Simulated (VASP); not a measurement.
Write the native input for VASP 6.6.1 that does the following.

* Task: single point
* Functional: PBE-based screened hybrid with 50 % exact exchange
* Potentials or basis: VASP PAW PBE potentials, release 64 (Sn_d, O)
* Cutoff: 520 eV
* k mesh: 4 × 4 × 4
* Occupations: fermi-dirac, width 0.02 eV
* Spin: no spin polarisation
* Dipole correction: no
* Grid for exact exchange (PRECFOCK): Normal
* Share of exact exchange: 0.5
* Further INCAR settings: ALGO = Normal; EDIFF = 1e-06; NBANDS = 17
* Screening parameter: 0.5 1/Å

Crystal: SnO.

```
Sn O
1.0
     0.00000    2.70821    2.70821
     2.70821    0.00000    2.70821
     2.70821    2.70821    0.00000
Sn O
1 1
Cartesian
  0.0000 0.0000 0.0000
  1.3541 1.3541 1.3541
```

The input as run:

POSCAR

```
SnO
1.0
    0.0000000000      2.7082147278      2.7082147278
    2.7082147278      0.0000000000      2.7082147278
    2.7082147278      2.7082147278      0.0000000000
Sn O
1 1
Direct
    0.0000000000      0.0000000000      0.0000000000
    0.2500000000      0.2500000000      0.2500000000
```

INCAR.step1

```
  PREC = Accurate
  ENCUT = 520
  EDIFF = 1E-5
  ISMEAR = -1
  SIGMA = 0.02
  LREAL = F
  LASPH = T
  NELM = 120
  ALGO = Normal
  ISIF = 2
  LWAVE = T
  LCHARG = F
  NBANDS = 17
  GGA = PE
  GGA_COMPAT = F
```

INCAR.step2

```
  PREC = Accurate
  ENCUT = 520
  EDIFF = 1E-6
  ISMEAR = -1
  SIGMA = 0.02
  LREAL = F
  LASPH = T
  NELM = 120
  ALGO = Normal
  ISIF = 2
  LWAVE = F
  LCHARG = F
  GGA = PE
  LHFCALC = T
  AEXX = 0.5
  HFSCREEN = 0.5
  PRECFOCK = Normal
  NBANDS = 17
  ISTART = 1
  GGA_COMPAT = F
```

KPOINTS

```
regular mesh
0
Gamma
  4 4 4
```

Potentials or basis: VASP PAW PBE potentials, release 64 (Sn_d, O).

Command:

```console
$ cat potpaw_PBE.64/Sn_d/POTCAR potpaw_PBE.64/O/POTCAR > POTCAR
$ cp INCAR.step1 INCAR
$ mpirun -np 1 vasp_std > vasp.out
$ cp INCAR.step2 INCAR
$ mpirun -np 1 vasp_std > vasp.out
```

It gave:

```yaml
Pressure: -2.1 GPa
Band_gap_on_the_k_mesh: zero (bands 10 and 11 overlap by 0.19 eV)
```

Caveat: the k points lie up to 0.50 Å⁻¹ apart; the PAW data sets were made with another functional, which shifts forces and pressure a little; spin-orbit coupling is left out, which moves the levels of the heavy elements.

Run time: 5.2 min on 1 thread of Intel(R) Xeon(R) Platinum 8488C (Sapphire Rapids) (shared host), peak memory 0.27 GiB.
